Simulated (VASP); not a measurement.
# Li5Au3 (Im-3m) in VASP: notebook

The runs below take Li5Au3 through single point, with PBE, LDA.

Program: VASP 6.6.1. These are calculated values, not measurements. Logs are shortened: lines on timing, memory, paths and dates and some standing lists are left out, and cuts for length are marked.

### Step 1. The cell of the first run

Symmetry: Im-3m, No. 229, cubic system. The conventional cell has a = 6.266 Å, b = 6.266 Å, c = 6.266 Å, α = 90.00°, β = 90.00°, γ = 90.00°. Li (site symmetry -3m) has 8 Li at 2.71 to 3.13 Å and 6 Au at 2.71 Å within 3.6 Å. Li (site symmetry m-3m) has 8 Li at 2.71 Å and 6 Au at 3.13 Å within 3.6 Å. Within 3.6 Å of Au (site symmetry 4/mmm) lie 10 Li at 2.71 to 3.13 Å and 4 Au at 3.13 Å.

The cell was generated, and may not be a known phase.

### Step 2. Single point, PBE

File INCAR:

```
ALGO = Fast
EDIFF = 1E-6
ENCUT = 520
GGA = PE
ISIF = 2
ISMEAR = 0
LASPH = True
LCHARG = True
LELF = True
LREAL = False
LVHAR = True
LWAVE = False
NBANDS = 34
NELM = 100
PREC = Accurate
SIGMA = 0.1
```

File KPOINTS:

```
k-points
0
Gamma
  4 4 4
```

File POSCAR:

```
Li5Au3
1.0
   -3.1329129000      3.1329129000      3.1329129000
    3.1329129000     -3.1329129000      3.1329129000
    3.1329129000      3.1329129000     -3.1329129000
Li Au
5 3
Direct
    0.5000000000      0.5000000000      0.5000000000
    0.0000000000      0.0000000000      0.5000000000
    0.0000000000      0.5000000000      0.0000000000
    0.5000000000      0.0000000000      0.0000000000
    0.0000000000      0.0000000000      0.0000000000
    0.0000000000      0.5000000000      0.5000000000
    0.5000000000      0.0000000000      0.5000000000
    0.5000000000      0.5000000000      0.0000000000
```

Potentials or basis: VASP PAW PBE potentials, release 64 (Li_sv, Au).

Launch:

```console
cat potpaw_PBE.64/Li_sv/POTCAR potpaw_PBE.64/Au/POTCAR > POTCAR
mpirun -np 1 vasp_std > vasp.out
```

OUTCAR:

```text
EDIFF = 1E-6
   ENCUT = 520
   GGA = PE
   ISIF = 2
   ISMEAR = 0
   LASPH = True
   LREAL = False
   NELM = 100
   PREC = Accurate

 ion  position               nearest neighbor table
   1  0.500  0.500  0.500-   6 2.71   7 2.71   8 2.71   8 2.71   7 2.71   6 2.71
   2  0.000  0.000  0.500-   6 2.71   7 2.71   8 2.71   6 2.71   7 2.71   8 2.71
   3  0.000  0.500  0.000-   6 2.71   7 2.71   8 2.71   6 2.71   8 2.71   7 2.71
   4  0.500  0.000  0.000-   6 2.71   7 2.71   8 2.71   7 2.71   8 2.71   6 2.71
   5  0.000  0.000  0.000-
   6  0.000  0.500  0.500-   1 2.71   2 2.71   3 2.71   4 2.71   3 2.71   2 2.71   1 2.71   4 2.71
                             7 3.13   8 3.13   7 3.13   8 3.13
   7  0.500  0.000  0.500-   1 2.71   2 2.71   3 2.71   4 2.71   4 2.71   1 2.71   2 2.71   3 2.71
                             8 3.13   6 3.13   6 3.13   8 3.13
   8  0.500  0.500  0.000-   1 2.71   2 2.71   3 2.71   4 2.71   1 2.71   4 2.71   3 2.71   2 2.71
                             7 3.13   6 3.13   6 3.13   7 3.13

  LATTYP: Found a body centered cubic cell.
 ALAT       =     6.2658258000

  Lattice vectors:

 A1 = (  -3.1329129000,   3.1329129000,   3.1329129000)
 A2 = (   3.1329129000,  -3.1329129000,   3.1329129000)
 A3 = (   3.1329129000,   3.1329129000,  -3.1329129000)

Analysis of symmetry for initial positions (statically):
=====================================================================
 Subroutine PRICEL returns:
 Original cell was already a primitive cell.

 Routine SETGRP: Setting up the symmetry group for a
 body centered cubic supercell.

 Subroutine GETGRP returns: Found 48 space group operations
 (whereof 48 operations were pure point group operations)
 out of a pool of 48 trial point group operations.

The static configuration has the point symmetry O_h .

Analysis of symmetry for dynamics (positions and initial velocities):
=====================================================================
 Subroutine PRICEL returns:
 Original cell was already a primitive cell.

 Routine SETGRP: Setting up the symmetry group for a
 body centered cubic supercell.

 Subroutine GETGRP returns: Found 48 space group operations
 (whereof 48 operations were pure point group operations)
 out of a pool of 48 trial point group operations.

The dynamic configuration has the point symmetry O_h .

 Subroutine INISYM returns: Found 48 space group operations
 (whereof 48 operations are pure point group operations),
 and found     1 'primitive' translations

----------------------------------------------------------------------------------------

                                     Primitive cell

  volume of cell :     123.0000

  direct lattice vectors                    reciprocal lattice vectors
    -3.132912900  3.132912900  3.132912900     0.000000000  0.159595883  0.159595883
     3.132912900 -3.132912900  3.132912900     0.159595883  0.000000000  0.159595883
     3.132912900  3.132912900 -3.132912900     0.159595883  0.159595883  0.000000000

  length of vectors
     5.426364318  5.426364318  5.426364318     0.225702662  0.225702662  0.225702662

  position of ions in fractional coordinates (direct lattice)
     0.500000000  0.500000000  0.500000000
     0.000000000  0.000000000  0.500000000
     0.000000000  0.500000000  0.000000000
     0.500000000  0.000000000  0.000000000
     0.000000000  0.000000000  0.000000000
     0.000000000  0.500000000  0.500000000
     0.500000000  0.000000000  0.500000000
     0.500000000  0.500000000  0.000000000

  ion indices of the primitive-cell ions
   primitive index   ion index
                 1           1
                 2           2
                 3           3
                 4           4
                 5           5
                 6           6
                 7           7
                 8           8

----------------------------------------------------------------------------------------

 KPOINTS: k-points

Automatic generation of k-mesh.
 Grid dimensions read from file:
 generate k-points for:    4    4    4

 Generating k-lattice:

  Cartesian coordinates                     Fractional coordinates (reciprocal lattice)
     0.000000000  0.039898971  0.039898971     0.250000000  0.000000000  0.000000000
     0.039898971  0.000000000  0.039898971     0.000000000  0.250000000  0.000000000
     0.039898971  0.039898971  0.000000000     0.000000000  0.000000000  0.250000000

  Length of vectors
     0.056425665  0.056425665  0.056425665

  Shift w.r.t. Gamma in fractional coordinates (k-lattice)
     0.000000000  0.000000000  0.000000000

 Subroutine IBZKPT returns following result:
 ===========================================

 Found      8 irreducible k-points:

 Following reciprocal coordinates:
            Coordinates               Weight
  0.000000  0.000000  0.000000      1.000000
  0.250000  0.000000  0.000000     12.000000
  0.500000  0.000000  0.000000      6.000000
  0.250000  0.250000  0.000000     24.000000
  0.250000  0.250000  0.250000      2.000000
 -0.250000  0.250000  0.250000      6.000000
  0.500000  0.500000  0.250000     12.000000
  0.500000  0.500000  0.500000      1.000000
   k-points           NKPTS =      8   k-points in BZ     NKDIM =      8   number of bands    NBANDS=     34
   number of dos      NEDOS =    301   number of ions     NIONS =      8
   total plane-waves  NPLWV =  64000
   dimension x,y,z NGX =    40 NGY =   40 NGZ =   40
   dimension x,y,z NGXF=    80 NGYF=   80 NGZF=   80
   ions per type =               5   3
   NGX,Y,Z   is equivalent  to a cutoff of  12.25, 12.25, 12.25 a.u.
   NGXF,Y,Z  is equivalent  to a cutoff of  24.51, 24.51, 24.51 a.u.
 SYSTEM =  unknown system
   PREC   = accura    normal or accurate (medium, high low for compatibility)
   ISTART =      0    job   : 0-new  1-cont  2-samecut
   ICHARG =      2    charge: 1-file 2-atom 10-const
   ISPIN  =      1    spin polarized calculation?
   LNONCOLLINEAR =      F non collinear calculations
   LSORBIT =      F    spin-orbit coupling
   LASPH  =      T    aspherical Exc in radial PAW
   ENCUT  =  520.0 eV  38.22 Ry    6.18 a.u.  10.09 10.09 10.09*2*pi/ulx,y,z
   NELM   =    100;   NELMIN=  2; NELMDL= -5     # of ELM steps
   EDIFF  = 0.1E-05   stopping-criterion for ELM
   LREAL  =      F    real-space projection
   EDIFFG = 0.1E-04   stopping-criterion for IOM
   NSW    =      0    number of steps for IOM
   IBRION =     -1    ionic relax: 0-MD 1-quasi-New 2-CG
   NFREE  =      0    steps in history (QN), initial steepest desc. (CG)
   ISIF   =      2    stress and relaxation
   ISYM   =      2    0-nonsym 1-usesym 2-fastsym
   POTIM  = 0.5000    time-step for ionic-motion
   TEBEG  =    0.0;   TEEND  =   0.0 temperature during run
   PSTRESS=    0.0 pullay stress
   NELECT =      48.0000    total number of electrons
   NUPDOWN=      -1.0000    fix difference up-down
   EMIN   =  10.00;   EMAX   =-10.00  energy-range for DOS
   EFERMI =   0.00;   METHOD = LEGACY
   ISMEAR =     0;   SIGMA  =   0.10  broadening in eV -4-tet -1-fermi 0-gaus
   EFERMI_NEDOS =   21; number of points for ismear=-14 and -15
   IALGO  =     68    algorithm
   IMIX   =      4    mixing-type and parameters
     AMIX     =   0.40;   BMIX     =  1.00
     AMIX_MAG =   1.60;   BMIX_MAG =  1.00
  volume/ion in A,a.u.               =      15.37       103.76
  Fermi-wavevector in a.u.,A,eV,Ry     =   1.196337  2.260749 19.472966  1.431223
  Thomas-Fermi vector in A             =   2.332280
   LORBIT       =      0    0 simple, 1 ext, 2 COOP (PROOUT), +10 PAW based schemes
   GGA     = PE    functional components
   LHFCALC =     F    Hartree Fock is set to
   AEXX    =    0.0000 exact exchange contribution
   IVDW    =     0    specifies the selected vdW correction
   LEPSILON=     F    determine dielectric tensor
   LRPA    =     F    only Hartree local field effects (RPA)
 non-spin polarized calculation
 RMM-DIIS sequential band-by-band and
 Gauss-broadening in eV      SIGMA  =   0.10
  energy-cutoff  :      520.00
  volume of cell :      123.00
 maximum number of plane-waves:      3352
   NGX = 21   NGY = 21   NGZ = 21

 number of electron      47.9999932 magnetization

 Free energy of the ion-electron system (eV)
  ---------------------------------------------------
  ext. energy  EPLUGINS =         0.00000000
  ---------------------------------------------------
  free energy    TOTEN  =       -22.94072965 eV

  energy without entropy =      -22.92658873  energy(sigma->0) =      -22.93365919

 E-fermi :   4.7372     XC(G=0):  -9.9211

 val. band max:        4.7285502296   @ k =   0.2500   0.0000   0.0000
 cond. band min:       4.8123295802   @ k =   0.0000   0.0000   0.0000
 fundamental gap:      0.0837793506
 Fermi energy:         4.7372405424

 k-point     1 :       0.0000    0.0000    0.0000
  band No.  band energies     occupation
      1     -41.6117      2.00000
      2     -40.9854      2.00000
      3     -40.9758      2.00000
      4     -40.9758      2.00000
      5     -40.9758      2.00000
      6      -2.0615      2.00000
[... 26 lines left out ...]
     33      11.5642      0.00000
     34      12.0206      0.00000

 k-point     2 :       0.2500    0.0000    0.0000
  band No.  band energies     occupation
      1     -41.6115      2.00000
      2     -40.9840      2.00000
      3     -40.9772      2.00000
      4     -40.9757      2.00000
      5     -40.9757      2.00000
      6      -1.6633      2.00000
[... 26 lines left out ...]
     33      11.7756      0.00000
     34      12.4574      0.00000

 k-point     3 :       0.5000    0.0000    0.0000
  band No.  band energies     occupation
      1     -41.6113      2.00000
      2     -40.9808      2.00000
      3     -40.9802      2.00000
      4     -40.9757      2.00000
      5     -40.9756      2.00000
      6      -1.0358      2.00000
[... 26 lines left out ...]
     33      12.1408      0.00000
     34      12.2374      0.00000

 k-point     4 :       0.2500    0.2500    0.0000
  band No.  band energies     occupation
      1     -41.6113      2.00000
      2     -40.9816      2.00000
      3     -40.9781      2.00000
      4     -40.9780      2.00000
      5     -40.9746      2.00000
      6      -1.0072      2.00000
[... 26 lines left out ...]
     33      11.6588      0.00000
     34      13.5829      0.00000

 k-point     5 :       0.2500    0.2500    0.2500
  band No.  band energies     occupation
      1     -41.6113      2.00000
      2     -40.9783      2.00000
      3     -40.9783      2.00000
      4     -40.9783      2.00000
      5     -40.9778      2.00000
      6      -0.0647      2.00000
[... 26 lines left out ...]
     33      11.3174      0.00000
     34      11.3178      0.00000

 k-point     6 :      -0.2500    0.2500    0.2500
  band No.  band energies     occupation
      1     -41.6113      2.00000
      2     -40.9829      2.00000
      3     -40.9781      2.00000
      4     -40.9781      2.00000
      5     -40.9732      2.00000
      6      -1.4524      2.00000
[... 26 lines left out ...]
     33      12.7205      0.00000
     34      12.7738      0.00000

 k-point     7 :       0.5000    0.5000    0.2500
  band No.  band energies     occupation
      1     -41.6111      2.00000
      2     -40.9807      2.00000
      3     -40.9804      2.00000
      4     -40.9791      2.00000
      5     -40.9721      2.00000
      6      -1.0583      2.00000
[... 26 lines left out ...]
     33      13.1251      0.00000
     34      13.5886      0.00000

 k-point     8 :       0.5000    0.5000    0.5000
  band No.  band energies     occupation
      1     -41.6109      2.00000
      2     -40.9804      2.00000
      3     -40.9804      2.00000
      4     -40.9804      2.00000
      5     -40.9707      2.00000
      6      -1.1028      2.00000
[... 26 lines left out ...]
     33      11.4308      0.00000
     34      15.7835      0.00000

------------------------ aborting loop because EDIFF is reached ----------------------------------------

  FORCE on cell =-STRESS in cart. coord.  units (eV):
  Direction    XX          YY          ZZ          XY          YZ          ZX
  --------------------------------------------------------------------------------------
  -------------------------------------------------------------------------------------
  Total        0.3937233      0.3937233      0.3937233     -0.0000000      0.0000000     -0.0000000
  in kB        5.1285757      5.1285757      5.1285757     -0.0000000      0.0000000     -0.0000000
  external PRESSURE =       5.1285757 kB  Pullay stress =       0.0000000 kB

 VOLUME and BASIS-vectors are now :
 -----------------------------------------------------------------------------
  energy-cutoff  :      520.00
  volume of cell :      123.00
      direct lattice vectors                 reciprocal lattice vectors
    -3.132912900  3.132912900  3.132912900     0.000000000  0.159595883  0.159595883
     3.132912900 -3.132912900  3.132912900     0.159595883  0.000000000  0.159595883
     3.132912900  3.132912900 -3.132912900     0.159595883  0.159595883  0.000000000

 POSITION                                       TOTAL-FORCE (eV/Angst)
 -----------------------------------------------------------------------------------
      1.56646      1.56646      1.56646        -0.000000      0.000000      0.000000
      1.56646      1.56646     -1.56646         0.000000      0.000000      0.000000
      1.56646     -1.56646      1.56646        -0.000000     -0.000000     -0.000000
     -1.56646      1.56646      1.56646         0.000000     -0.000000      0.000000
      0.00000      0.00000      0.00000        -0.000000     -0.000000      0.000000
      3.13291      0.00000      0.00000        -0.000000      0.000000      0.000000
      0.00000      3.13291      0.00000        -0.000000      0.000000     -0.000000
      0.00000      0.00000      3.13291         0.000000     -0.000000     -0.000000
 -----------------------------------------------------------------------------------
    total drift:                               -0.000000     -0.000000      0.000000

  FREE ENERGIE OF THE ION-ELECTRON SYSTEM (eV)
  ---------------------------------------------------
  free  energy   TOTEN  =       -22.9407296514 eV

  energy  without entropy=      -22.9265887322  energy(sigma->0) =      -22.93365919
```

Run time: 2 min. Hardware: 1 thread of Oxide Virtual Turin-like, shared host; peak memory 0.21 GiB.

Results:

- Free energy: -22.9407 eV
- Band gap on the k mesh: zero (bands 24 and 25 overlap by 1.42 eV)

Caveat: the cutoff is under 1.25 times the usual one of these potentials, so pressure, stress and relaxed cells hold a basis-set (Pulay) error; spin-orbit coupling is left out, which moves the levels of the heavy elements.

### Step 3. Single point, PBE

File INCAR:

```
ALGO = Fast ; EDIFF = 1E-7
ENCUT = 520 ; GGA = PE
ISIF = 2 ; ISMEAR = 0
LASPH = True ; LCHARG = False
LREAL = False ; LWAVE = False
NBANDS = 34 ; NELM = 80
PREC = Accurate ; SIGMA = 0.1
```

File KPOINTS:

```
k-points
0
Gamma
  8 8 8
```

POSCAR is that of step 2.

Potentials or basis: VASP PAW PBE potentials, release 64 (Li_sv, Au).

Launch:

```console
cat potpaw_PBE.64/Li_sv/POTCAR potpaw_PBE.64/Au/POTCAR > POTCAR
mpirun -np 1 vasp_std > vasp.out
```

It took 9.3 min on 1 thread of Oxide Virtual Turin-like, shared host; peak memory 0.26 GiB.

Results (log left out):

* Free energy: -22.9218 eV
* Band gap on the k mesh: zero (bands 24 and 25 overlap by 1.68 eV)

Levels at points of the mesh, in eV from the Fermi level:
```tsv
k point	band 21	band 22	band 23	band 24	band 25	band 26	band 27	band 28
(0.00, 0.00, 0.00)	-2.43	-0.02	-0.02	-0.02	-0.01	-0.01	-0.01	0.83
(0.50, 0.00, 0.00)	-3.60	-3.51	-0.84	-0.24	0.33	0.67	2.57	3.23
(0.50, 0.50, 0.50)	-1.85	-1.85	-1.44	-1.44	-1.44	-0.30	4.11	4.12
```

Caveat: the cutoff is under 1.25 times the usual one of these potentials, so pressure, stress and relaxed cells hold a basis-set (Pulay) error; spin-orbit coupling is left out, which moves the levels of the heavy elements.

(Continued in part 2 of 2.)

The gap in the log of VASP goes by the Fermi energy; the results here count the filled bands.